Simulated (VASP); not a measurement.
# SrTiO3 (C2/m) in VASP: further runs

Runs on SrTiO3. Level: PBE. Tasks: single point.

Everything below comes from runs of VASP 6.6.1. Logs are shortened: lines on timing, memory, paths and dates and some standing lists are left out, and cuts for length are marked.

## Step 1: The cell of the first run

The structure is monoclinic, space group C2/m (No. 12). The conventional cell has a = 7.781 Å, b = 8.092 Å, c = 5.411 Å, α = 90.00°, β = 132.63°, γ = 90.00°. Within 3.6 Å of Sr (site symmetry m) lie 12 O at 2.59 to 2.99 Å and 8 Ti at 3.38 to 3.51 Å. Within 2.6 Å of Ti (site symmetry -1) lie 6 O at 1.95 to 2.03 Å. O (site symmetry 2) has 2 Ti at 1.99 Å within 2.6 Å. O (site symmetry m) has 2 Ti at 2.03 Å and 4 Sr at 2.59 to 2.99 Å and 8 O at 2.81 to 2.85 Å within 3.0 Å. O (site symmetry 2) has 2 Ti at 1.95 Å within 2.6 Å.

## Step 2: Single point, PBE

The input, INCAR:

```
PREC     = Accurate       # precision mode
ENCUT    = 520            # plane-wave cutoff, eV
EDIFF    = 1E-7           # SCF threshold, eV
ISMEAR   = 0              # smearing method
SIGMA    = 0.05           # smearing width, eV
LREAL    = F              # projectors in reciprocal space
LASPH    = T              # aspherical terms in the spheres
NELM     = 80             # most SCF steps
ALGO     = Normal         # electronic algorithm
ISIF     = 2              # what is computed and relaxed
LWAVE    = F              # write WAVECAR
LCHARG   = T              # write CHGCAR
GGA      = PE             # functional
LELF     = T              # ELF
LVHAR    = T            
NBANDS   = 51             # bands
```

The input, KPOINTS:

```
regular mesh
0
Gamma
  8 8 8
```

The input, POSCAR:

```
SrTiO3
1.0
   -2.9398396804      2.7819705841      3.9861946828
    2.7819705841     -2.9398396804      3.9861946828
    2.8287365685      2.8287365685     -4.0972977947
Sr Ti O
2 2 6
Direct
    0.7500000000      0.2500000000      0.5000000000
    0.2500000000      0.7500000000      0.5000000000
    0.0000000000      0.0000000000      0.0000000000
    0.5000000000      0.5000000000      0.0000000000
    0.2500000000      0.2500000000      0.0000000000
    0.7500000000      0.7500000000      0.0000000000
    0.7280787197      0.2280787197      0.9561574394
    0.2280787197      0.2719212803      0.5000000000
    0.2719212803      0.7719212803      0.0438425606
    0.7719212803      0.7280787197      0.5000000000
```

Potentials or basis: VASP PAW PBE potentials, release 64 (Sr_sv, Ti_sv, O).

Command:

```console
$ cat potpaw_PBE.64/Sr_sv/POTCAR potpaw_PBE.64/Ti_sv/POTCAR potpaw_PBE.64/O/POTCAR > POTCAR
$ mpirun -np 1 vasp_std > vasp.out
```

OUTCAR:

```text
PREC = Accurate
   ENCUT = 520
   EDIFF = 1E-7
   ISMEAR = 0
   LREAL = F
   LASPH = T
   NELM = 80
   ISIF = 2
   GGA = PE

 ion  position               nearest neighbor table
   1  0.750  0.250  0.500-   9 2.59   8 2.72  10 2.72   7 2.74   5 2.81   6 2.81   6 2.81   5 2.81
                             9 2.82   8 2.97  10 2.97   7 2.99   4 3.38   3 3.38   3 3.38   4 3.38
   2  0.250  0.750  0.500-   7 2.59   8 2.72  10 2.72   9 2.74   5 2.81   6 2.81   5 2.81   6 2.81
                             7 2.82   8 2.97  10 2.97   9 2.99   3 3.38   4 3.38   4 3.38   3 3.38
   3  0.000  0.000  0.000-   8 1.95  10 1.95   5 1.99   6 1.99   9 2.03   7 2.03   1 3.38   2 3.38
                             1 3.38   2 3.38   2 3.51   2 3.51   1 3.51   1 3.51
   4  0.500  0.500  0.000-  10 1.95   8 1.95   5 1.99   6 1.99   7 2.03   9 2.03   2 3.38   1 3.38
                             2 3.38   1 3.38   2 3.51   2 3.51   1 3.51   1 3.51
   5  0.250  0.250  0.000-   3 1.99   4 1.99   1 2.81   2 2.81   2 2.81   1 2.81
   6  0.750  0.750  0.000-   3 1.99   4 1.99   1 2.81   2 2.81   1 2.81   2 2.81
   7  0.728  0.228  0.956-   3 2.03   4 2.03   2 2.59   1 2.74   2 2.82   1 2.99
   8  0.228  0.272  0.500-   4 1.95   3 1.95   1 2.72   2 2.72   1 2.97   2 2.97
   9  0.272  0.772  0.044-   3 2.03   4 2.03   1 2.59   2 2.74   1 2.82   2 2.99
  10  0.772  0.728  0.500-   3 1.95   4 1.95   1 2.72   2 2.72   1 2.97   2 2.97

  Warning from LATTYP: Got some problem with cell dimensions!
  Tried to take original basis but could not verify dimensions!
  LATTYP: Found a base centered monoclinic cell.
 ALAT       =     7.7807881873
 B/A-ratio  =     1.0399796888
 C/A-ratio  =     0.6954840315
 COS(beta)  =    -0.6772666707

  Lattice vectors:

 A1 = (  -5.6107071526,   0.1111031119,   0.1111031119)
 A2 = (   0.1111031119,  -5.6107071526,   0.1111031119)
 A3 = (   2.6708674722,   2.6708674722,   3.8750915709)

Analysis of symmetry for initial positions (statically):
=====================================================================
 Subroutine PRICEL returns:
 Original cell was already a primitive cell.

 Routine SETGRP: Setting up the symmetry group for a
 base centered monoclinic supercell.

 Subroutine GETGRP returns: Found  4 space group operations
 (whereof  2 operations were pure point group operations)
 out of a pool of  4 trial point group operations.

The static configuration has the point symmetry S_2 .
 The point group associated with its full space group is C_2h.

Analysis of symmetry for dynamics (positions and initial velocities):
=====================================================================
 Subroutine PRICEL returns:
 Original cell was already a primitive cell.

 Routine SETGRP: Setting up the symmetry group for a
 base centered monoclinic supercell.

 Subroutine GETGRP returns: Found  4 space group operations
 (whereof  2 operations were pure point group operations)
 out of a pool of  4 trial point group operations.

The dynamic configuration has the point symmetry S_2 .
 The point group associated with its full space group is C_2h.

 Subroutine INISYM returns: Found  4 space group operations
 (whereof  2 operations are pure point group operations),
 and found     1 'primitive' translations

----------------------------------------------------------------------------------------

                                     Primitive cell

  volume of cell :     125.3360

  direct lattice vectors                    reciprocal lattice vectors
    -2.939839680  2.781970584  3.986194683     0.006139530  0.180909393  0.129136849
     2.781970584 -2.939839680  3.986194683     0.180909393  0.006139530  0.129136849
     2.828736569  2.828736569 -4.097297795     0.181976868  0.181976868  0.007207005

  length of vectors
     5.680824388  5.680824388  5.726373230     0.222356084  0.222356084  0.257455049

  position of ions in fractional coordinates (direct lattice)
     0.750000000  0.250000000  0.500000000
     0.250000000  0.750000000  0.500000000
     0.000000000  0.000000000  0.000000000
     0.500000000  0.500000000  0.000000000
     0.250000000  0.250000000  0.000000000
     0.750000000  0.750000000  0.000000000
     0.728078720  0.228078720  0.956157439
     0.228078720  0.271921280  0.500000000
     0.271921280  0.771921280  0.043842561
     0.771921280  0.728078720  0.500000000

  ion indices of the primitive-cell ions
   primitive index   ion index
                 1           1
                 2           2
                 3           3
                 4           4
                 5           5
                 6           6
                 7           7
                 8           8
                 9           9
                10          10

----------------------------------------------------------------------------------------

 KPOINTS: regular mesh

Automatic generation of k-mesh.
 Grid dimensions read from file:
 generate k-points for:    8    8    8

 Generating k-lattice:

  Cartesian coordinates                     Fractional coordinates (reciprocal lattice)
     0.000767441  0.022613674  0.016142106     0.125000000  0.000000000  0.000000000
     0.022613674  0.000767441  0.016142106     0.000000000  0.125000000  0.000000000
     0.022747109  0.022747109  0.000900876     0.000000000  0.000000000  0.125000000

  Length of vectors
     0.027794511  0.027794511  0.032181881

  Shift w.r.t. Gamma in fractional coordinates (k-lattice)
     0.000000000  0.000000000  0.000000000

 Subroutine IBZKPT returns following result:
 ===========================================

 Found    150 irreducible k-points:

 Following reciprocal coordinates:
            Coordinates               Weight
  0.000000  0.000000  0.000000      1.000000
  0.125000  0.000000  0.000000      4.000000
  0.250000  0.000000  0.000000      4.000000
  0.375000  0.000000  0.000000      4.000000
  0.500000  0.000000  0.000000      2.000000
  0.125000  0.125000  0.000000      2.000000
[... 16 lines left out ...]
  0.125000  0.000000  0.125000      4.000000
  0.250000  0.000000  0.125000      4.000000
 [... further k-points ...]
   k-points           NKPTS =    150   k-points in BZ     NKDIM =    150   number of bands    NBANDS=     51
   number of dos      NEDOS =    301   number of ions     NIONS =     10
   total plane-waves  NPLWV =  84672
   dimension x,y,z NGX =    42 NGY =   42 NGZ =   48
   dimension x,y,z NGXF=    84 NGYF=   84 NGZF=   96
   ions per type =               2   2   6
   NGX,Y,Z   is equivalent  to a cutoff of  12.29, 12.29, 13.94 a.u.
   NGXF,Y,Z  is equivalent  to a cutoff of  24.58, 24.58, 27.87 a.u.
 SYSTEM =  unknown system
   PREC   = accura    normal or accurate (medium, high low for compatibility)
   ISTART =      0    job   : 0-new  1-cont  2-samecut
   ICHARG =      2    charge: 1-file 2-atom 10-const
   ISPIN  =      1    spin polarized calculation?
   LNONCOLLINEAR =      F non collinear calculations
   LSORBIT =      F    spin-orbit coupling
   LASPH  =      T    aspherical Exc in radial PAW
   ENCUT  =  520.0 eV  38.22 Ry    6.18 a.u.  10.56 10.56 10.65*2*pi/ulx,y,z
   NELM   =     80;   NELMIN=  2; NELMDL= -5     # of ELM steps
   EDIFF  = 0.1E-06   stopping-criterion for ELM
   LREAL  =      F    real-space projection
   EDIFFG = 0.1E-05   stopping-criterion for IOM
   NSW    =      0    number of steps for IOM
   IBRION =     -1    ionic relax: 0-MD 1-quasi-New 2-CG
   NFREE  =      0    steps in history (QN), initial steepest desc. (CG)
   ISIF   =      2    stress and relaxation
   ISYM   =      2    0-nonsym 1-usesym 2-fastsym
   POTIM  = 0.5000    time-step for ionic-motion
   TEBEG  =    0.0;   TEEND  =   0.0 temperature during run
   PSTRESS=    0.0 pullay stress
   NELECT =      80.0000    total number of electrons
   NUPDOWN=      -1.0000    fix difference up-down
   EMIN   =  10.00;   EMAX   =-10.00  energy-range for DOS
   EFERMI =   0.00;   METHOD = LEGACY
   ISMEAR =     0;   SIGMA  =   0.05  broadening in eV -4-tet -1-fermi 0-gaus
   EFERMI_NEDOS =   21; number of points for ismear=-14 and -15
   IALGO  =     38    algorithm
   IMIX   =      4    mixing-type and parameters
     AMIX     =   0.40;   BMIX     =  1.00
     AMIX_MAG =   1.60;   BMIX_MAG =  1.00
  volume/ion in A,a.u.               =      12.53        84.58
  Fermi-wavevector in a.u.,A,eV,Ry     =   1.409547  2.663658 27.032366  1.986823
  Thomas-Fermi vector in A             =   2.531592
   LORBIT       =      0    0 simple, 1 ext, 2 COOP (PROOUT), +10 PAW based schemes
   GGA     = PE    functional components
   LHFCALC =     F    Hartree Fock is set to
   AEXX    =    0.0000 exact exchange contribution
   IVDW    =     0    specifies the selected vdW correction
   LEPSILON=     F    determine dielectric tensor
   LRPA    =     F    only Hartree local field effects (RPA)
 non-spin polarized calculation
 Gauss-broadening in eV      SIGMA  =   0.05
  energy-cutoff  :      520.00
  volume of cell :      125.34
 maximum number of plane-waves:      3392
   NGX = 21   NGY = 21   NGZ = 21

 number of electron      80.0000003 magnetization

 Free energy of the ion-electron system (eV)
  ---------------------------------------------------
  ext. energy  EPLUGINS =         0.00000000
  ---------------------------------------------------
  free energy    TOTEN  =       -79.98429964 eV

  energy without entropy =      -79.98429964  energy(sigma->0) =      -79.98429964

 E-fermi :   3.9503     XC(G=0): -11.0022

 val. band max:        3.7428082655   @ k =  -0.1250   0.1250   0.0000
 cond. band min:       5.3998676239   @ k =   0.0000   0.0000   0.0000
 fundamental gap:      1.6570593584
 Fermi energy:         3.9503214394

 k-point     1 :       0.0000    0.0000    0.0000
  band No.  band energies     occupation
      1     -52.9724      2.00000
      2     -52.9690      2.00000
      3     -29.2678      2.00000
      4     -29.2229      2.00000
      5     -29.2188      2.00000
      6     -29.2109      2.00000
[... 43 lines left out ...]
     50       9.4254      0.00000
     51       9.6452      0.00000

 k-point     2 :       0.1250    0.0000    0.0000
  band No.  band energies     occupation
      1     -52.9723      2.00000
      2     -52.9691      2.00000
      3     -29.2658      2.00000
      4     -29.2216      2.00000
      5     -29.2207      2.00000
      6     -29.2163      2.00000
[... 43 lines left out ...]
     50       9.6186      0.00000
     51       9.8700      0.00000

 k-point     3 :       0.2500    0.0000    0.0000
  band No.  band energies     occupation
      1     -52.9719      2.00000
      2     -52.9695      2.00000
      3     -29.2617      2.00000
      4     -29.2406      2.00000
      5     -29.2151      2.00000
      6     -29.2107      2.00000
[... 43 lines left out ...]
     50      10.0893      0.00000
     51      10.4750      0.00000
[... 1027 lines left out ...]
 k-point    23 :       0.1250    0.0000    0.1250
  band No.  band energies     occupation
      1     -52.9719      2.00000
      2     -52.9695      2.00000
      3     -29.2544      2.00000
      4     -29.2489      2.00000
      5     -29.2159      2.00000
      6     -29.2150      2.00000
[... 43 lines left out ...]
     50      10.0838      0.00000
     51      10.4989      0.00000

 k-point    24 :       0.2500    0.0000    0.1250
  band No.  band energies     occupation
      1     -52.9714      2.00000
      2     -52.9700      2.00000
      3     -29.2653      2.00000
      4     -29.2500      2.00000
      5     -29.2127      2.00000
      6     -29.2059      2.00000
[... 43 lines left out ...]
     50      10.3935      0.00000
     51      10.6178      0.00000

 [... further k-points ...]

------------------------ aborting loop because EDIFF is reached ----------------------------------------

  FORCE on cell =-STRESS in cart. coord.  units (eV):
  Direction    XX          YY          ZZ          XY          YZ          ZX
  --------------------------------------------------------------------------------------
  -------------------------------------------------------------------------------------
  Total       -2.7404889     -2.7404889     -3.0337400      3.0091672      3.3592870      3.3592871
  in kB      -35.0318328    -35.0318328    -38.7804791     38.4663638     42.9419651     42.9419670
  external PRESSURE =     -36.2813816 kB  Pullay stress =       0.0000000 kB

 VOLUME and BASIS-vectors are now :
 -----------------------------------------------------------------------------
  energy-cutoff  :      520.00
  volume of cell :      125.34
      direct lattice vectors                 reciprocal lattice vectors
    -2.939839680  2.781970584  3.986194683     0.006139530  0.180909393  0.129136849
     2.781970584 -2.939839680  3.986194683     0.180909393  0.006139530  0.129136849
     2.828736569  2.828736569 -4.097297795     0.181976868  0.181976868  0.007207005

 POSITION                                       TOTAL-FORCE (eV/Angst)
 -----------------------------------------------------------------------------------
     -0.09502      2.76589      1.93755         0.065346      0.065346      0.065530
      2.76589     -0.09502      1.93755        -0.065346     -0.065346     -0.065530
      0.00000      0.00000      0.00000         0.000000     -0.000000     -0.000000
     -0.07893     -0.07893      3.98619         0.000000     -0.000000     -0.000000
     -0.03947     -0.03947      1.99310         0.001239     -0.001239     -0.000000
     -0.11840     -0.11840      5.97929        -0.001239      0.001239     -0.000000
      1.19879      4.05970     -0.10623         0.032260      0.032260      0.062164
      1.50033      1.24947     -0.05555        -0.001727      0.001727     -0.000000
      1.47208     -1.38883      3.98132        -0.032260     -0.032260     -0.062164
      1.17054      1.42140      3.93064         0.001727     -0.001727     -0.000000
 -----------------------------------------------------------------------------------
    total drift:                               -0.000000      0.000000      0.000000

  FREE ENERGIE OF THE ION-ELECTRON SYSTEM (eV)
  ---------------------------------------------------
  free  energy   TOTEN  =       -79.9842996377 eV

  energy  without entropy=      -79.9842996377  energy(sigma->0) =      -79.98429964
```

Run time: 36 min. Hardware: 1 thread of Oxide Virtual Turin-like, shared host; peak memory 0.8 GiB.

Results:

```yaml
Free_energy: -79.9843 eV
Pressure: -3.6 GPa
Largest_force: 0.113 eV/Å
Band_gap_on_the_k_mesh: 1.66 eV (least direct gap 1.66 eV)
```

Forces on the atoms (eV/Å):
```
Sr   0.065  0.065  0.066
Sr  -0.065 -0.065 -0.066
Ti   0.000  0.000  0.000
Ti   0.000  0.000  0.000
O    0.001 -0.001  0.000
O   -0.001  0.001  0.000
O    0.032  0.032  0.062
O   -0.002  0.002  0.000
O   -0.032 -0.032 -0.062
O    0.002 -0.002  0.000
```

Stress tensor (GPa, compression positive):
```
-3.50  3.85  4.29
 3.85 -3.50  4.29
 4.29  4.29 -3.88
```

Levels at points of the mesh, in eV from the valence-band top:
| k point | band 38 | band 39 | band 40 | band 41 | band 42 | band 43 |
| --- | --- | --- | --- | --- | --- | --- |
| (0.00, 0.00, 0.00) | -0.20 | -0.11 | -0.01 | 1.66 | 1.76 | 1.83 |
| (0.50, 0.00, 0.00) | -0.88 | -0.64 | -0.59 | 2.97 | 3.02 | 3.13 |
| (0.50, 0.50, 0.00) | -0.97 | -0.46 | -0.03 | 1.88 | 3.24 | 3.32 |
| (0.00, 0.00, 0.50) | -0.79 | -0.77 | -0.18 | 1.86 | 3.25 | 3.44 |
| (0.50, 0.00, 0.50) | -0.68 | -0.53 | -0.49 | 3.01 | 3.03 | 3.11 |
| (0.50, 0.50, 0.50) | -0.72 | -0.71 | -0.17 | 1.90 | 3.26 | 3.40 |

Caveat: the cell stands under tension.

## Step 3: Single point, PBE

This run uses another cell than the first one, of 13.29 Å³/atom.

The input, INCAR:

```
SYSTEM = SrTiO3
PREC     = Accurate       ! precision mode
ENCUT    = 520            ! plane-wave cutoff, eV
EDIFF    = 1E-6           ! SCF threshold, eV
ISMEAR   = 0              ! smearing method
SIGMA    = 0.05           ! smearing width, eV
LREAL    = .False.        ! projectors in reciprocal space
LASPH    = .True.         ! aspherical terms in the spheres
NELM     = 80             ! most SCF steps
ALGO     = Normal         ! electronic algorithm
ISIF     = 2              ! what is computed and relaxed
LWAVE    = .False.        ! write WAVECAR
LCHARG   = .True.         ! write CHGCAR
GGA      = PE             ! functional
LELF     = .True.         ! ELF
LVHAR    = .True.       
NBANDS   = 51             ! bands
```

The input, KPOINTS:

```
regular mesh
0
Gamma
  8 8 8
  0 0 0
```

POSCAR, as its differences from that of step 2:

```diff
@@ -2,5 +2,5 @@
 1.0
-   -2.9398396804      2.7819705841      3.9861946828
-    2.7819705841     -2.9398396804      3.9861946828
-    2.8287365685      2.8287365685     -4.0972977947
+   -2.9953912364      2.8375221400      4.0651292310
+    2.8375221400     -2.9953912364      4.0651292310
+    2.8842881245      2.8842881245     -4.1762323429
 Sr Ti O
```

Potentials or basis: VASP PAW PBE potentials, release 64 (Sr_sv, Ti_sv, O).

Command:

```console
$ cat potpaw_PBE.64/Sr_sv/POTCAR potpaw_PBE.64/Ti_sv/POTCAR potpaw_PBE.64/O/POTCAR > POTCAR
$ mpirun -np 1 vasp_std > vasp.out
```

Wall time 59 min (1 thread of Oxide Virtual Turin-like, shared host); peak memory 0.89 GiB.

Results (log left out):

```
Free energy            : -79.6307 eV
Pressure               : -11.5 GPa
Largest force          : 0.083 eV/Å
Band gap on the k mesh : 1.55 eV
```

Forces on the atoms (eV/Å):
```
Sr   0.050  0.050  0.044
Sr  -0.050 -0.050 -0.044
Ti   0.000  0.000  0.000
Ti   0.000  0.000  0.000
O    0.002 -0.002  0.000
O   -0.002  0.002  0.000
O    0.039  0.039  0.037
O   -0.035  0.035  0.000
O   -0.039 -0.039 -0.037
O    0.035 -0.035  0.000
```

Stress tensor (GPa, compression positive):
```
-11.34   2.83   3.81
  2.83 -11.34   3.81
  3.81   3.81 -11.81
```

Levels at points of the mesh, in eV from the valence-band top:
```tsv
k point	band 38	band 39	band 40	band 41	band 42	band 43
(0.00, 0.00, 0.00)	-0.18	-0.09	0.00	1.55	1.65	1.71
(0.50, 0.00, 0.00)	-0.82	-0.58	-0.54	2.74	2.78	2.89
(0.50, 0.50, 0.00)	-0.95	-0.46	-0.03	1.75	2.98	3.05
(0.00, 0.00, 0.50)	-0.77	-0.74	-0.16	1.73	2.99	3.16
(0.50, 0.00, 0.50)	-0.64	-0.49	-0.45	2.78	2.79	2.87
(0.50, 0.50, 0.50)	-0.70	-0.69	-0.16	1.76	2.99	3.13
```

Caveat: the cell stands under tension.
